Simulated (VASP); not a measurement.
Write the native input for VASP 6.6.1 that does the following.

| Quantity | Value |
| --- | --- |
| Task | single point |
| Functional | PBE |
| Dispersion | D4 |
| Potentials or basis | VASP PAW PBE potentials, release 64 (Ge_d) |
| Cutoff | 520 eV |
| k mesh | 11 × 11 × 11 |
| Occupations | fermi-dirac, width 0.05 eV |
| Spin | no spin polarisation |
| Dipole correction | no |
| Further INCAR settings | ALGO = Normal; EDIFF = 1e-07; NBANDS = 21 |

The structure of Ge lies in POSCAR:

```
Ge
1.0
   -2.5778623801      2.5778623801      1.3947175845
    2.5778623801     -2.5778623801      1.3947175845
    2.5778623801      2.5778623801     -1.3947175845
Ge
2
Direct
    0.5000000000      0.5000000000      0.0000000000
    0.2500000000      0.7500000000      0.5000000000
```

One way to write it, as run:

INCAR

```
SYSTEM = Ge
PREC = Accurate
ENCUT = 520
EDIFF = 1E-7
ISMEAR = -1
SIGMA = 0.05
LREAL = .False.
LASPH = .True.
NELM = 80
ALGO = Normal
ISIF = 2
LWAVE = .False.
LCHARG = .False.
GGA = PE
IVDW = 13
NBANDS = 21
```

KPOINTS

```
Automatic mesh
0
Gamma
  11 11 11
  0 0 0
```

Potentials or basis: VASP PAW PBE potentials, release 64 (Ge_d).

Run with:

```bash
$ cat potpaw_PBE.64/Ge_d/POTCAR > POTCAR
$ mpirun -np 1 vasp_std > vasp.out
```

Results of the run:

```yaml
Pressure: 0.1 GPa
Band_gap_on_the_k_mesh: zero (band 14 reaches 8.49 eV, above the bottom of band 15 at 3.82 eV)
Dispersion_energy_per_atom: -0.390 eV
```

Caveat: pairwise dispersion overbinds metals, which lowers pressure and volume.

It took 56 s on 1 thread of AMD EPYC 9R45 96-Core Processor (Zen 5), on a shared host, peak memory 0.19 GiB.
